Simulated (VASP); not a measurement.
# SnGe7 (P-43m) in VASP: single point with LDA

Aim: the single point of SnGe7 with LDA.

Everything below comes from runs of VASP 6.6.1. Logs are shortened: lines on timing, memory, paths and dates and some standing lists are left out, and cuts for length are marked.

**1. The cell of the first run**

It takes space group P-43m (No. 215, cubic). The conventional cell has a = 5.734 Å, b = 5.734 Å, c = 5.734 Å, α = 90.00°, β = 90.00°, γ = 90.00°. Sn (site symmetry -43m) has 4 Ge at 2.57 Å within 3.4 Å. Ge (site symmetry -42m) has 4 Ge at 2.46 Å within 3.2 Å. Within 3.2 Å of Ge (site symmetry 3m) lie 3 Ge at 2.46 Å and 1 Sn at 2.57 Å.

**2. Single point, LDA**

INCAR reads:

```
SYSTEM = SnGe7
PREC     = Accurate       ! precision mode
ENCUT    = 520            ! plane-wave cutoff, eV
EDIFF    = 1E-6           ! SCF threshold, eV
ISMEAR   = 0              ! smearing method
SIGMA    = 0.01           ! smearing width, eV
LREAL    = .FALSE.        ! projectors in reciprocal space
LASPH    = .TRUE.         ! aspherical terms in the spheres
NELM     = 80             ! most SCF steps
ALGO     = Normal         ! electronic algorithm
ISIF     = 2              ! what is computed and relaxed
LWAVE    = .FALSE.        ! write WAVECAR
LCHARG   = .FALSE.        ! write CHGCAR
GGA      = CA             ! functional
NBANDS   = 66             ! bands
```

KPOINTS reads:

```
Automatic mesh
0
Gamma
  6 6 6
  0.5 0.5 0.5
```

POSCAR reads:

```
SnGe7
1.0
    5.7340725225      0.0000000000      0.0000000000
    0.0000000000      5.7340725225      0.0000000000
    0.0000000000      0.0000000000      5.7340725225
Sn Ge
1 7
Direct
    0.0000000000      0.0000000000      0.0000000000
    0.0000000000      0.5000000000      0.5000000000
    0.2584705725      0.2584705725      0.2584705725
    0.2584705725      0.7415294275      0.7415294275
    0.5000000000      0.0000000000      0.5000000000
    0.5000000000      0.5000000000      0.0000000000
    0.7415294275      0.2584705725      0.7415294275
    0.7415294275      0.7415294275      0.2584705725
```

Potentials or basis: VASP PAW LDA potentials, release 64 (Sn_d, Ge_d).

On the command line:

```console
$ cat potpaw_LDA.64/Sn_d/POTCAR potpaw_LDA.64/Ge_d/POTCAR > POTCAR
$ mpirun -np 1 vasp_std > vasp.out
```

OUTCAR:

```text
SYSTEM = SnGe7
   PREC = Accurate
   ENCUT = 520
   EDIFF = 1E-6
   ISMEAR = 0
   LREAL = .FALSE.
   LASPH = .TRUE.
   NELM = 80
   ISIF = 2
   GGA = CA

 ion  position               nearest neighbor table
   1  0.000  0.000  0.000-   3 2.57   4 2.57   7 2.57   8 2.57
   2  0.000  0.500  0.500-   3 2.46   4 2.46   7 2.46   8 2.46
   3  0.258  0.258  0.258-   2 2.46   5 2.46   6 2.46   1 2.57
   4  0.258  0.742  0.742-   2 2.46   5 2.46   6 2.46   1 2.57
   5  0.500  0.000  0.500-   3 2.46   4 2.46   7 2.46   8 2.46
   6  0.500  0.500  0.000-   3 2.46   4 2.46   7 2.46   8 2.46
   7  0.742  0.258  0.742-   2 2.46   5 2.46   6 2.46   1 2.57
   8  0.742  0.742  0.258-   2 2.46   5 2.46   6 2.46   1 2.57

  LATTYP: Found a simple cubic cell.
 ALAT       =     5.7340725225

  Lattice vectors:

 A1 = (   5.7340725225,   0.0000000000,   0.0000000000)
 A2 = (   0.0000000000,   5.7340725225,   0.0000000000)
 A3 = (   0.0000000000,   0.0000000000,   5.7340725225)

Analysis of symmetry for initial positions (statically):
=====================================================================
 Subroutine PRICEL returns:
 Original cell was already a primitive cell.

 Routine SETGRP: Setting up the symmetry group for a
 simple cubic supercell.

 Subroutine GETGRP returns: Found 24 space group operations
 (whereof 24 operations were pure point group operations)
 out of a pool of 48 trial point group operations.

The static configuration has the point symmetry T_d .

Analysis of symmetry for dynamics (positions and initial velocities):
=====================================================================
 Subroutine PRICEL returns:
 Original cell was already a primitive cell.

 Routine SETGRP: Setting up the symmetry group for a
 simple cubic supercell.

 Subroutine GETGRP returns: Found 24 space group operations
 (whereof 24 operations were pure point group operations)
 out of a pool of 48 trial point group operations.

The dynamic configuration has the point symmetry T_d .

 Subroutine INISYM returns: Found 24 space group operations
 (whereof 24 operations are pure point group operations),
 and found     1 'primitive' translations

----------------------------------------------------------------------------------------

                                     Primitive cell

  volume of cell :     188.5339

  direct lattice vectors                    reciprocal lattice vectors
     5.734072522  0.000000000  0.000000000     0.174396120  0.000000000  0.000000000
     0.000000000  5.734072522  0.000000000     0.000000000  0.174396120  0.000000000
     0.000000000  0.000000000  5.734072522     0.000000000  0.000000000  0.174396120

  length of vectors
     5.734072522  5.734072522  5.734072522     0.174396120  0.174396120  0.174396120

  position of ions in fractional coordinates (direct lattice)
     0.000000000  0.000000000  0.000000000
     0.000000000  0.500000000  0.500000000
     0.258470573  0.258470573  0.258470573
     0.258470573  0.741529427  0.741529427
     0.500000000  0.000000000  0.500000000
     0.500000000  0.500000000  0.000000000
     0.741529427  0.258470573  0.741529427
     0.741529427  0.741529427  0.258470573

  ion indices of the primitive-cell ions
   primitive index   ion index
                 1           1
                 2           2
                 3           3
                 4           4
                 5           5
                 6           6
                 7           7
                 8           8

----------------------------------------------------------------------------------------

 KPOINTS: Automatic mesh

Automatic generation of k-mesh.
 Grid dimensions read from file:
 generate k-points for:    6    6    6

 Generating k-lattice:

  Cartesian coordinates                     Fractional coordinates (reciprocal lattice)
     0.029066020  0.000000000  0.000000000     0.166666667  0.000000000  0.000000000
     0.000000000  0.029066020  0.000000000     0.000000000  0.166666667  0.000000000
     0.000000000  0.000000000  0.029066020     0.000000000  0.000000000  0.166666667

  Length of vectors
     0.029066020  0.029066020  0.029066020

  Shift w.r.t. Gamma in fractional coordinates (k-lattice)
     0.500000000  0.500000000  0.500000000

 Subroutine IBZKPT returns following result:
 ===========================================

 Found     10 irreducible k-points:

 Following reciprocal coordinates:
            Coordinates               Weight
  0.083333  0.083333  0.083333      8.000000
  0.250000  0.083333  0.083333     24.000000
  0.416667  0.083333  0.083333     24.000000
  0.250000  0.250000  0.083333     24.000000
  0.416667  0.250000  0.083333     48.000000
  0.416667  0.416667  0.083333     24.000000
  0.250000  0.250000  0.250000      8.000000
  0.416667  0.250000  0.250000     24.000000
  0.416667  0.416667  0.250000     24.000000
  0.416667  0.416667  0.416667      8.000000
   k-points           NKPTS =     10   k-points in BZ     NKDIM =     10   number of bands    NBANDS=     66
   number of dos      NEDOS =    301   number of ions     NIONS =      8
   total plane-waves  NPLWV = 110592
   dimension x,y,z NGX =    48 NGY =   48 NGZ =   48
   dimension x,y,z NGXF=    96 NGYF=   96 NGZF=   96
   ions per type =               1   7
   NGX,Y,Z   is equivalent  to a cutoff of  13.92, 13.92, 13.92 a.u.
   NGXF,Y,Z  is equivalent  to a cutoff of  27.83, 27.83, 27.83 a.u.
 SYSTEM =  SnGe7
   PREC   = accura    normal or accurate (medium, high low for compatibility)
   ISTART =      0    job   : 0-new  1-cont  2-samecut
   ICHARG =      2    charge: 1-file 2-atom 10-const
   ISPIN  =      1    spin polarized calculation?
   LNONCOLLINEAR =      F non collinear calculations
   LSORBIT =      F    spin-orbit coupling
   LASPH  =      T    aspherical Exc in radial PAW
   ENCUT  =  520.0 eV  38.22 Ry    6.18 a.u.  10.66 10.66 10.66*2*pi/ulx,y,z
   NELM   =     80;   NELMIN=  2; NELMDL= -5     # of ELM steps
   EDIFF  = 0.1E-05   stopping-criterion for ELM
   LREAL  =      F    real-space projection
   EDIFFG = 0.1E-04   stopping-criterion for IOM
   NSW    =      0    number of steps for IOM
   IBRION =     -1    ionic relax: 0-MD 1-quasi-New 2-CG
   NFREE  =      0    steps in history (QN), initial steepest desc. (CG)
   ISIF   =      2    stress and relaxation
   ISYM   =      2    0-nonsym 1-usesym 2-fastsym
   POTIM  = 0.5000    time-step for ionic-motion
   TEBEG  =    0.0;   TEEND  =   0.0 temperature during run
   PSTRESS=    0.0 pullay stress
   NELECT =     112.0000    total number of electrons
   NUPDOWN=      -1.0000    fix difference up-down
   EMIN   =  10.00;   EMAX   =-10.00  energy-range for DOS
   EFERMI =   0.00;   METHOD = LEGACY
   ISMEAR =     0;   SIGMA  =   0.01  broadening in eV -4-tet -1-fermi 0-gaus
   EFERMI_NEDOS =   21; number of points for ismear=-14 and -15
   IALGO  =     38    algorithm
   IMIX   =      4    mixing-type and parameters
     AMIX     =   0.40;   BMIX     =  1.00
     AMIX_MAG =   1.60;   BMIX_MAG =  1.00
  volume/ion in A,a.u.               =      23.57       159.04
  Fermi-wavevector in a.u.,A,eV,Ry     =   1.376209  2.600657 25.768762  1.893951
  Thomas-Fermi vector in A             =   2.501474
   LORBIT       =      0    0 simple, 1 ext, 2 COOP (PROOUT), +10 PAW based schemes
   GGA     = CA    functional components
   LHFCALC =     F    Hartree Fock is set to
   AEXX    =    0.0000 exact exchange contribution
   IVDW    =     0    specifies the selected vdW correction
   LEPSILON=     F    determine dielectric tensor
   LRPA    =     F    only Hartree local field effects (RPA)
 non-spin polarized calculation
 Gauss-broadening in eV      SIGMA  =   0.01
  energy-cutoff  :      520.00
  volume of cell :      188.53
 maximum number of plane-waves:      5086
 NGX is ok and might be reduce to    48
   NGX = 21   NGY = 21   NGZ = 21

 number of electron     111.9999966 magnetization

 Free energy of the ion-electron system (eV)
  ---------------------------------------------------
  ext. energy  EPLUGINS =         0.00000000
  ---------------------------------------------------
  free energy    TOTEN  =       -40.58514467 eV

  energy without entropy =      -40.58514467  energy(sigma->0) =      -40.58514467

 E-fermi :   5.0046     XC(G=0): -10.2092

 val. band max:        4.9273814697   @ k =   0.0833   0.0833   0.0833
 cond. band min:       5.0669794454   @ k =   0.4167   0.4167   0.4167
 fundamental gap:      0.1395979757
 Fermi energy:         5.0045598346

 k-point     1 :       0.0833    0.0833    0.0833
  band No.  band energies     occupation
      1     -19.9744      2.00000
      2     -19.9744      2.00000
      3     -19.9722      2.00000
      4     -19.9474      2.00000
      5     -19.9472      2.00000
      6     -19.9472      2.00000
[... 58 lines left out ...]
     65       7.7963      0.00000
     66       7.9547      0.00000

 k-point     2 :       0.2500    0.0833    0.0833
  band No.  band energies     occupation
      1     -19.9785      2.00000
      2     -19.9748      2.00000
      3     -19.9723      2.00000
      4     -19.9541      2.00000
      5     -19.9497      2.00000
      6     -19.9490      2.00000
[... 58 lines left out ...]
     65       8.7399      0.00000
     66       9.0212      0.00000

 k-point     3 :       0.4167    0.0833    0.0833
  band No.  band energies     occupation
      1     -19.9814      2.00000
      2     -19.9748      2.00000
      3     -19.9731      2.00000
      4     -19.9605      2.00000
      5     -19.9511      2.00000
      6     -19.9506      2.00000
[... 472 lines left out ...]
     65       8.8795      0.00000
     66       9.4595      0.00000

 k-point    10 :       0.4167    0.4167    0.4167
  band No.  band energies     occupation
      1     -19.9650      2.00000
      2     -19.9650      2.00000
      3     -19.9605      2.00000
      4     -19.9546      2.00000
      5     -19.9546      2.00000
      6     -19.9491      2.00000
[... 58 lines left out ...]
     65       8.7805      0.00000
     66       8.8562      0.00000

------------------------ aborting loop because EDIFF is reached ----------------------------------------

  FORCE on cell =-STRESS in cart. coord.  units (eV):
  Direction    XX          YY          ZZ          XY          YZ          ZX
  --------------------------------------------------------------------------------------
  -------------------------------------------------------------------------------------
  Total        0.1430216      0.1430216      0.1430216      0.0000000     -0.0000000     -0.0000000
  in kB        1.2154093      1.2154093      1.2154093      0.0000000     -0.0000000     -0.0000000
  external PRESSURE =       1.2154093 kB  Pullay stress =       0.0000000 kB

 VOLUME and BASIS-vectors are now :
 -----------------------------------------------------------------------------
  energy-cutoff  :      520.00
  volume of cell :      188.53
      direct lattice vectors                 reciprocal lattice vectors
     5.734072522  0.000000000  0.000000000     0.174396120  0.000000000  0.000000000
     0.000000000  5.734072522  0.000000000     0.000000000  0.174396120  0.000000000
     0.000000000  0.000000000  5.734072522     0.000000000  0.000000000  0.174396120

 POSITION                                       TOTAL-FORCE (eV/Angst)
 -----------------------------------------------------------------------------------
      0.00000      0.00000      0.00000        -0.000000     -0.000000     -0.000000
      0.00000      2.86704      2.86704        -0.000000     -0.000000      0.000000
      1.48209      1.48209      1.48209         0.000330      0.000330      0.000330
      1.48209      4.25198      4.25198         0.000330     -0.000330     -0.000330
      2.86704      0.00000      2.86704        -0.000000      0.000000     -0.000000
      2.86704      2.86704      0.00000        -0.000000      0.000000     -0.000000
      4.25198      1.48209      4.25198        -0.000330      0.000330     -0.000330
      4.25198      4.25198      1.48209        -0.000330     -0.000330      0.000330
 -----------------------------------------------------------------------------------
    total drift:                                0.000000      0.000000      0.000000

  FREE ENERGIE OF THE ION-ELECTRON SYSTEM (eV)
  ---------------------------------------------------
  free  energy   TOTEN  =       -40.5851446715 eV

  energy  without entropy=      -40.5851446715  energy(sigma->0) =      -40.58514467
```

It took 81 s on 1 thread of Intel Xeon Platinum 8488C (Sapphire Rapids), shared host; peak memory 0.3 GiB.

What came out:

```yaml
Free_energy: -40.5851 eV
Pressure: 0.1 GPa
Band_gap_on_the_k_mesh: 0.14 eV, indirect (least direct gap 0.51 eV)
```

Levels at points of the mesh, in eV from the valence-band top:
```csv
k point,band 52,band 53,band 54,band 55,band 56,band 57,band 58,band 59,band 60,band 61
"(0.08, 0.08, 0.08)",-2.80,-2.80,-1.44,0.00,0.00,0.51,0.82,0.82,1.07,1.41
```

Caveat: spin-orbit coupling is left out, which moves the levels of the heavy elements. A k mesh can miss the band edges.
